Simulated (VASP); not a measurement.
# CuI3 (Pm-3m) in VASP: further runs

The runs below take CuI3 through single point, relaxation of cell and atoms, with PBE.

Everything below comes from runs of VASP 6.6.1. Logs are shortened: lines on timing, memory, paths and dates and some standing lists are left out, and cuts for length are marked.

### 1 The cell of the first run

The structure is cubic, space group Pm-3m (No. 221). The conventional cell has a = 5.072 Å, b = 5.072 Å, c = 5.072 Å, α = 90.00°, β = 90.00°, γ = 90.00°. Cu (site symmetry m-3m) has 12 I at 3.59 Å within 4.7 Å. I (site symmetry 4/mmm) has 4 Cu at 3.59 Å and 8 I at 3.59 Å within 4.7 Å.

The cell was built from a structure type or drawn by symmetry, and may not be a known phase.

### 2 Single point, PBE

INCAR

```
PREC = Accurate
ENCUT = 520
EDIFF = 1E-6
ISMEAR = 0
SIGMA = 0.1
LREAL = F
LASPH = T
NELM = 80
ALGO = Normal
ISIF = 2
LWAVE = F
LCHARG = T
GGA = PE
LELF = T
LVHAR = T
NBANDS = 24
```

KPOINTS

```
regular mesh
0
Gamma
  8 8 8
```

POSCAR

```
CuI3
1.0
    5.0723736437      0.0000000000      0.0000000000
    0.0000000000      5.0723736437      0.0000000000
    0.0000000000      0.0000000000      5.0723736437
Cu I
1 3
Direct
    0.0000000000      0.0000000000      0.0000000000
    0.0000000000      0.5000000000      0.5000000000
    0.5000000000      0.0000000000      0.5000000000
    0.5000000000      0.5000000000      0.0000000000
```

Potentials or basis: VASP PAW PBE potentials, release 64 (Cu, I).

Run with:

```
$ cat potpaw_PBE.64/Cu/POTCAR potpaw_PBE.64/I/POTCAR > POTCAR
$ mpirun -np 1 vasp_std > vasp.out
```

OUTCAR:

```text
PREC = Accurate
   ENCUT = 520
   EDIFF = 1E-6
   ISMEAR = 0
   LREAL = F
   LASPH = T
   NELM = 80
   ISIF = 2
   GGA = PE

 ion  position               nearest neighbor table
   1  0.000  0.000  0.000-
   2  0.000  0.500  0.500-
   3  0.500  0.000  0.500-
   4  0.500  0.500  0.000-

  LATTYP: Found a simple cubic cell.
 ALAT       =     5.0723736437

  Lattice vectors:

 A1 = (   5.0723736437,   0.0000000000,   0.0000000000)
 A2 = (   0.0000000000,   5.0723736437,   0.0000000000)
 A3 = (   0.0000000000,   0.0000000000,   5.0723736437)

Analysis of symmetry for initial positions (statically):
=====================================================================
 Subroutine PRICEL returns:
 Original cell was already a primitive cell.

 Routine SETGRP: Setting up the symmetry group for a
 simple cubic supercell.

 Subroutine GETGRP returns: Found 48 space group operations
 (whereof 48 operations were pure point group operations)
 out of a pool of 48 trial point group operations.

The static configuration has the point symmetry O_h .

Analysis of symmetry for dynamics (positions and initial velocities):
=====================================================================
 Subroutine PRICEL returns:
 Original cell was already a primitive cell.

 Routine SETGRP: Setting up the symmetry group for a
 simple cubic supercell.

 Subroutine GETGRP returns: Found 48 space group operations
 (whereof 48 operations were pure point group operations)
 out of a pool of 48 trial point group operations.

The dynamic configuration has the point symmetry O_h .

 Subroutine INISYM returns: Found 48 space group operations
 (whereof 48 operations are pure point group operations),
 and found     1 'primitive' translations

----------------------------------------------------------------------------------------

                                     Primitive cell

  volume of cell :     130.5070

  direct lattice vectors                    reciprocal lattice vectors
     5.072373644  0.000000000  0.000000000     0.197146360  0.000000000  0.000000000
     0.000000000  5.072373644  0.000000000     0.000000000  0.197146360  0.000000000
     0.000000000  0.000000000  5.072373644     0.000000000  0.000000000  0.197146360

  length of vectors
     5.072373644  5.072373644  5.072373644     0.197146360  0.197146360  0.197146360

  position of ions in fractional coordinates (direct lattice)
     0.000000000  0.000000000  0.000000000
     0.000000000  0.500000000  0.500000000
     0.500000000  0.000000000  0.500000000
     0.500000000  0.500000000  0.000000000

  ion indices of the primitive-cell ions
   primitive index   ion index
                 1           1
                 2           2
                 3           3
                 4           4

----------------------------------------------------------------------------------------

 KPOINTS: regular mesh

Automatic generation of k-mesh.
 Grid dimensions read from file:
 generate k-points for:    8    8    8

 Generating k-lattice:

  Cartesian coordinates                     Fractional coordinates (reciprocal lattice)
     0.024643295  0.000000000  0.000000000     0.125000000  0.000000000  0.000000000
     0.000000000  0.024643295  0.000000000     0.000000000  0.125000000  0.000000000
     0.000000000  0.000000000  0.024643295     0.000000000  0.000000000  0.125000000

  Length of vectors
     0.024643295  0.024643295  0.024643295

  Shift w.r.t. Gamma in fractional coordinates (k-lattice)
     0.000000000  0.000000000  0.000000000

 Subroutine IBZKPT returns following result:
 ===========================================

 Found     35 irreducible k-points:

 Following reciprocal coordinates:
            Coordinates               Weight
  0.000000  0.000000  0.000000      1.000000
  0.125000  0.000000  0.000000      6.000000
  0.250000  0.000000  0.000000      6.000000
  0.375000  0.000000  0.000000      6.000000
  0.500000  0.000000  0.000000      3.000000
  0.125000  0.125000  0.000000     12.000000
[... 16 lines left out ...]
  0.375000  0.375000  0.125000     24.000000
  0.500000  0.375000  0.125000     24.000000
 [... further k-points ...]
   k-points           NKPTS =     35   k-points in BZ     NKDIM =     35   number of bands    NBANDS=     24
   number of dos      NEDOS =    301   number of ions     NIONS =      4
   total plane-waves  NPLWV =  64000
   dimension x,y,z NGX =    40 NGY =   40 NGZ =   40
   dimension x,y,z NGXF=    80 NGYF=   80 NGZF=   80
   ions per type =               1   3
   NGX,Y,Z   is equivalent  to a cutoff of  13.11, 13.11, 13.11 a.u.
   NGXF,Y,Z  is equivalent  to a cutoff of  26.22, 26.22, 26.22 a.u.
 SYSTEM =  unknown system
   PREC   = accura    normal or accurate (medium, high low for compatibility)
   ISTART =      0    job   : 0-new  1-cont  2-samecut
   ICHARG =      2    charge: 1-file 2-atom 10-const
   ISPIN  =      1    spin polarized calculation?
   LNONCOLLINEAR =      F non collinear calculations
   LSORBIT =      F    spin-orbit coupling
   LASPH  =      T    aspherical Exc in radial PAW
   ENCUT  =  520.0 eV  38.22 Ry    6.18 a.u.   9.43  9.43  9.43*2*pi/ulx,y,z
   NELM   =     80;   NELMIN=  2; NELMDL= -5     # of ELM steps
   EDIFF  = 0.1E-05   stopping-criterion for ELM
   LREAL  =      F    real-space projection
   EDIFFG = 0.1E-04   stopping-criterion for IOM
   NSW    =      0    number of steps for IOM
   IBRION =     -1    ionic relax: 0-MD 1-quasi-New 2-CG
   NFREE  =      0    steps in history (QN), initial steepest desc. (CG)
   ISIF   =      2    stress and relaxation
   ISYM   =      2    0-nonsym 1-usesym 2-fastsym
   POTIM  = 0.5000    time-step for ionic-motion
   TEBEG  =    0.0;   TEEND  =   0.0 temperature during run
   PSTRESS=    0.0 pullay stress
   NELECT =      32.0000    total number of electrons
   NUPDOWN=      -1.0000    fix difference up-down
   EMIN   =  10.00;   EMAX   =-10.00  energy-range for DOS
   EFERMI =   0.00;   METHOD = LEGACY
   ISMEAR =     0;   SIGMA  =   0.10  broadening in eV -4-tet -1-fermi 0-gaus
   EFERMI_NEDOS =   21; number of points for ismear=-14 and -15
   IALGO  =     38    algorithm
   IMIX   =      4    mixing-type and parameters
     AMIX     =   0.40;   BMIX     =  1.00
     AMIX_MAG =   1.60;   BMIX_MAG =  1.00
  volume/ion in A,a.u.               =      32.63       220.18
  Fermi-wavevector in a.u.,A,eV,Ry     =   1.024661  1.936329 14.285170  1.049930
  Thomas-Fermi vector in A             =   2.158460
   LORBIT       =      0    0 simple, 1 ext, 2 COOP (PROOUT), +10 PAW based schemes
   GGA     = PE    functional components
   LHFCALC =     F    Hartree Fock is set to
   AEXX    =    0.0000 exact exchange contribution
   IVDW    =     0    specifies the selected vdW correction
   LEPSILON=     F    determine dielectric tensor
   LRPA    =     F    only Hartree local field effects (RPA)
 non-spin polarized calculation
 Gauss-broadening in eV      SIGMA  =   0.10
  energy-cutoff  :      520.00
  volume of cell :      130.51
 maximum number of plane-waves:      3544
 NGX is ok and might be reduce to    40
   NGX = 19   NGY = 19   NGZ = 19

 number of electron      31.9999989 magnetization

 Free energy of the ion-electron system (eV)
  ---------------------------------------------------
  ext. energy  EPLUGINS =         0.00000000
  ---------------------------------------------------
  free energy    TOTEN  =        -5.22386428 eV

  energy without entropy =       -5.18999969  energy(sigma->0) =       -5.20693198

 E-fermi :   4.1511     XC(G=0):  -9.0146

 val. band max:        4.1480238340   @ k =   0.1250   0.0000   0.0000
 cond. band min:       4.1523700868   @ k =   0.3750   0.3750   0.2500
 fundamental gap:      0.0043462528
 Fermi energy:         4.1510657355

 k-point     1 :       0.0000    0.0000    0.0000
  band No.  band energies     occupation
      1      -9.2890      2.00000
      2      -7.4316      2.00000
      3      -7.4316      2.00000
      4       0.1687      2.00000
      5       0.1687      2.00000
      6       0.1687      2.00000
[... 16 lines left out ...]
     23      10.2096      0.00000
     24      10.2096      0.00000

 k-point     2 :       0.1250    0.0000    0.0000
  band No.  band energies     occupation
      1      -9.2386      2.00000
      2      -7.5139      2.00000
      3      -7.4267      2.00000
      4       0.2318      2.00000
      5       0.2318      2.00000
      6       0.2376      2.00000
[... 16 lines left out ...]
     23      10.2413      0.00000
     24      10.2712      0.00000

 k-point     3 :       0.2500    0.0000    0.0000
  band No.  band energies     occupation
      1      -9.0947      2.00000
      2      -7.7328      2.00000
      3      -7.4146      2.00000
      4       0.4090      2.00000
      5       0.4090      2.00000
      6       0.4354      2.00000
[... 16 lines left out ...]
     23      10.4463      0.00000
     24      10.7602      0.00000

 k-point     4 :       0.3750    0.0000    0.0000
  band No.  band energies     occupation
      1      -8.8891      2.00000
      2      -8.0111      2.00000
      3      -7.4024      2.00000
      4       0.6485      2.00000
      5       0.6485      2.00000
      6       0.7158      2.00000
[... 16 lines left out ...]
     23      10.8366      0.00000
     24      11.8594      0.00000

 k-point     5 :       0.5000    0.0000    0.0000
  band No.  band energies     occupation
      1      -8.7529      2.00000
      2      -8.1768      2.00000
      3      -7.3974      2.00000
      4       0.7869      2.00000
      5       0.7869      2.00000
      6       0.8895      2.00000
[... 451 lines left out ...]
 k-point    22 :       0.5000    0.2500    0.1250
  band No.  band energies     occupation
      1      -8.5377      2.00000
      2      -8.1318      2.00000
      3      -7.6506      2.00000
      4       0.1375      2.00000
      5       0.2405      2.00000
      6       1.0427      2.00000
[... 16 lines left out ...]
     23      12.0678      0.00000
     24      12.5924      0.00000

 k-point    23 :       0.3750    0.3750    0.1250
  band No.  band energies     occupation
      1      -8.4881      2.00000
      2      -8.0110      2.00000
      3      -7.8137      2.00000
      4      -0.1854      2.00000
      5       0.2718      2.00000
      6       1.1805      2.00000
[... 16 lines left out ...]
     23      12.0907      0.00000
     24      12.6131      0.00000

 k-point    24 :       0.5000    0.3750    0.1250
  band No.  band energies     occupation
      1      -8.3441      2.00000
      2      -8.1067      2.00000
      3      -7.8631      2.00000
      4      -0.2114      2.00000
      5       0.1746      2.00000
      6       1.0854      2.00000
[... 16 lines left out ...]
     23      11.8430      0.00000
     24      12.5438      0.00000

 [... further k-points ...]

------------------------ aborting loop because EDIFF is reached ----------------------------------------

  FORCE on cell =-STRESS in cart. coord.  units (eV):
  Direction    XX          YY          ZZ          XY          YZ          ZX
  --------------------------------------------------------------------------------------
  -------------------------------------------------------------------------------------
  Total        0.0070621      0.0070621      0.0070621     -0.0000000     -0.0000000      0.0000000
  in kB        0.0866984      0.0866984      0.0866984     -0.0000000     -0.0000000      0.0000000
  external PRESSURE =       0.0866984 kB  Pullay stress =       0.0000000 kB

 VOLUME and BASIS-vectors are now :
 -----------------------------------------------------------------------------
  energy-cutoff  :      520.00
  volume of cell :      130.51
      direct lattice vectors                 reciprocal lattice vectors
     5.072373644  0.000000000  0.000000000     0.197146360  0.000000000  0.000000000
     0.000000000  5.072373644  0.000000000     0.000000000  0.197146360  0.000000000
     0.000000000  0.000000000  5.072373644     0.000000000  0.000000000  0.197146360

 POSITION                                       TOTAL-FORCE (eV/Angst)
 -----------------------------------------------------------------------------------
      0.00000      0.00000      0.00000         0.000000      0.000000      0.000000
      0.00000      2.53619      2.53619         0.000000      0.000000      0.000000
      2.53619      0.00000      2.53619         0.000000      0.000000      0.000000
      2.53619      2.53619      0.00000         0.000000      0.000000      0.000000
 -----------------------------------------------------------------------------------
    total drift:                                0.000000     -0.000000     -0.000000

  FREE ENERGIE OF THE ION-ELECTRON SYSTEM (eV)
  ---------------------------------------------------
  free  energy   TOTEN  =        -5.2238642751 eV

  energy  without entropy=       -5.1899996872  energy(sigma->0) =       -5.20693198
```

It took 2.2 min on 1 thread of Intel Xeon 6975P-C (Granite Rapids), shared host; peak memory 0.3 GiB.

What came out:

```yaml
Free_energy: -5.2239 eV
Pressure: 0.0 GPa
Band_gap_on_the_k_mesh: zero (bands 16 and 17 overlap by 0.56 eV)
```

Levels at points of the mesh, in eV from the Fermi level:
```csv
k point,band 12,band 13,band 14,band 15,band 16,band 17,band 18,band 19,band 20,band 21
"(0.00, 0.00, 0.00)",-1.21,-1.21,-1.21,-0.44,0.09,0.09,0.09,5.15,5.51,5.51
"(0.50, 0.00, 0.00)",-1.17,-1.15,-1.15,-0.77,-0.12,-0.12,1.84,3.42,5.38,5.38
"(0.50, 0.50, 0.00)",-1.17,-1.16,-0.84,-0.84,0.24,0.41,1.30,3.75,5.75,5.75
"(0.50, 0.50, 0.50)",-1.17,-0.71,0.30,0.30,0.35,0.35,0.35,7.12,7.12,7.12
```

Caveat: spin-orbit coupling is left out, which moves the levels of the heavy elements.

(Part 1 of 2 ends here.)
